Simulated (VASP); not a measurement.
Hf: single point with PBE

The system is Hf.

```
Hf
1.0
     2.29020    0.00000    0.00000
    -1.14510    1.98337    0.00000
     0.00000    0.00000    2.21173
Hf
1
Direct
  0.00000 0.00000 0.00000
```

```
Program             : VASP 6.6.1
Task                : single point
Functional          : PBE
Potentials or basis : VASP PAW PBE potentials, release 64 (Hf_pv)
Cutoff              : 520 eV
k mesh              : 16 × 16 × 15
Occupations         : fermi-dirac, width 0.1 eV
Spin                : no spin polarisation
```

```json
{
 "Pressure": "374.3 GPa",
 "Band gap on the k mesh": "zero (band 5 reaches 15.19 eV, above the bottom of band 6 at 10.04 eV)"
}
```

Stress tensor (GPa, compression positive):
```
374.21   0.00   0.00
  0.00 374.21   0.00
  0.00   0.00 374.56
```

Levels at points of the mesh, in eV from the Fermi level:
```tsv
k point	band 1	band 2	band 3	band 4	band 5	band 6	band 7	band 8	band 9	band 10
(0.00, 0.00, 0.00)	-27.60	-26.87	-26.87	-7.54	-5.57	1.22	1.22	14.71	15.37	15.62
(0.50, 0.00, 0.00)	-35.32	-28.86	-26.31	-7.54	-1.81	4.09	6.50	12.87	14.59	16.95
```

Wall time 8.2 s on 1 thread of Intel(R) Xeon(R) 6975P-C (Granite Rapids) (shared host), peak memory 0.14 GiB.

Caveat: spin-orbit coupling is left out, which moves the levels of the heavy elements.
